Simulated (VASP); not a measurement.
**MgSi16 (a cell with a defect): relaxation of the atoms with PBE**

MgSi16 (a cell with a defect):

```xyz
17
Lattice="0.0000 5.4701 -5.4701 5.4701 5.4701 0.0000 5.4701 0.0000 -5.4701" Properties=species:S:1:pos:R:3 pbc="T T T"
Si    1.4605    1.3873   -1.4174
Si    4.0543    4.0258   -1.4211
Si    1.4069    4.0367   -4.0795
Si    4.0833    6.8337   -4.1010
Si    4.0158    1.4151   -4.0924
Si    6.8416    4.0735   -4.1010
Si    4.0827    4.0752   -6.8612
Si    6.8429    6.8344   -6.8606
Si    5.4295    5.4130   -2.8024
Si    2.7258    2.7199   -2.7452
Si    5.4607    8.1617   -5.4974
Si    2.7544    5.4748   -5.4703
Si    8.1709    5.4326   -5.4551
Si    5.4417    2.7247   -5.5125
Si    8.1981    8.1889   -8.2159
Si    5.4646    5.4670   -8.1608
Mg   -0.0191   -0.0159   -0.0068
```

This cell differs from its parent crystal: with an interstitial atom.

```
Program                : VASP 6.6.1
Task                   : relaxation of the atoms
Functional             : PBE
Potentials or basis    : VASP PAW PBE potentials, release 64 (Si, Mg)
Cutoff                 : 520 eV
k mesh                 : 2 × 2 × 2
Occupations            : gaussian, width 0.01 eV
Spin                   : no spin polarisation
Dipole correction      : no
Charge                 : 2
Further INCAR settings : LREAL = Auto; ALGO = Normal; EDIFF = 1e-06; IBRION = 2; EDIFFG = -0.025; NSW = 65; NELECT = 64.0
```

| Quantity | Value |
| --- | --- |
| Energy gained by relaxing | 6.2 meV/atom |
| Ionic steps | 10 |
| Largest force after relaxing | 0.024 eV/Å |

Forces in eV/Å, atoms in the order of the input:
```
Si  -0.008  0.015 -0.001
Si  -0.005 -0.003 -0.005
Si   0.017 -0.013 -0.007
Si  -0.014 -0.012 -0.008
Si   0.001  0.001  0.012
Si   0.013  0.005 -0.005
Si  -0.002 -0.015  0.009
Si  -0.010  0.006 -0.008
Si  -0.009  0.001  0.009
Si   0.010  0.008 -0.002
Si  -0.010  0.002 -0.004
Si   0.003 -0.006  0.002
Si   0.004 -0.012 -0.021
Si  -0.002  0.019  0.009
Si   0.000 -0.004  0.002
Si   0.005 -0.002  0.008
Mg   0.005  0.010  0.013
```

Step by step:
```
step  energy change (eV)  largest force (eV/Å)  pressure (GPa)
   1              0.0000                0.8851           -5.20
   2             -0.0940                0.2741           -5.26
   3             -0.0943                0.2947           -5.26
   4             -0.1028                0.0892           -5.27
   5             -0.1028                0.0883           -5.27
   6             -0.1038                0.0340           -5.27
   7             -0.1038                0.0371           -5.27
   8             -0.1042                0.0312           -5.27
   9             -0.1045                0.0357           -5.27
  10             -0.1048                0.0244           -5.27
```

Final structure:
```cif
data_structure
_symmetry_space_group_name_H-M 'P 1'
_symmetry_Int_Tables_number 1
_cell_length_a 7.7359
_cell_length_b 7.7359
_cell_length_c 7.7359
_cell_angle_alpha 60.000
_cell_angle_beta 60.000
_cell_angle_gamma 60.000
_cell_volume 327.35
loop_
_atom_site_label
_atom_site_type_symbol
_atom_site_fract_x
_atom_site_fract_y
_atom_site_fract_z
_atom_site_occupancy
Si1 Si 0.12830 0.12477 0.13327 1
Si2 Si 0.12868 0.60793 0.13171 1
Si3 Si 0.61367 0.12605 0.12983 1
Si4 Si 0.62612 0.62409 0.12190 1
Si5 Si 0.13068 0.12543 0.61344 1
Si6 Si 0.12069 0.62108 0.62926 1
Si7 Si 0.62737 0.11669 0.62862 1
Si8 Si 0.62582 0.62349 0.62909 1
Si9 Si 0.25426 0.74083 0.25749 1
Si10 Si 0.25153 0.24569 0.25117 1
Si11 Si 0.74483 0.74189 0.25717 1
Si12 Si 0.74493 0.25202 0.25668 1
Si13 Si 0.25400 0.74181 0.74717 1
Si14 Si 0.25523 0.24915 0.74897 1
Si15 Si 0.75042 0.74650 0.75171 1
Si16 Si 0.74709 0.25147 0.74591 1
Mg1 Mg 0.00121 0.99539 0.00184 1
```

Levels at points of the mesh, in eV from the Fermi level:
```csv
k point,band 30,band 31,band 32,band 33,band 34,band 35
"(0.00, 0.00, 0.00)",-0.04,-0.04,-0.04,0.04,0.56,0.57
"(0.50, 0.00, 0.00)",-0.90,-0.70,-0.70,0.88,1.25,1.26
"(0.00, 0.50, 0.00)",-0.89,-0.71,-0.70,0.87,1.25,1.26
"(0.00, 0.00, 0.50)",-0.89,-0.71,-0.71,0.88,1.26,1.27
"(0.50, 0.50, 0.50)",-0.89,-0.71,-0.70,0.88,1.25,1.27
"(0.50, 0.50, 0.00)",-1.34,-1.33,-1.23,0.84,1.00,2.05
"(0.00, 0.50, 0.50)",-1.34,-1.33,-1.23,0.84,1.00,2.05
"(0.50, 0.00, 0.50)",-1.34,-1.33,-1.23,0.84,1.00,2.05
```

Run time: 12 min on 1 thread of Oxide Virtual Turin-like Processor, on a shared host, peak memory 0.51 GiB.

Caveat: the k points lie up to 0.50 Å⁻¹ apart; the cell carries a net charge on a neutralising background, which shifts energy and pressure; the cell differs from its parent crystal (with an interstitial atom); the cell is charged against a uniform background, so pressure and absolute levels hang on convention.
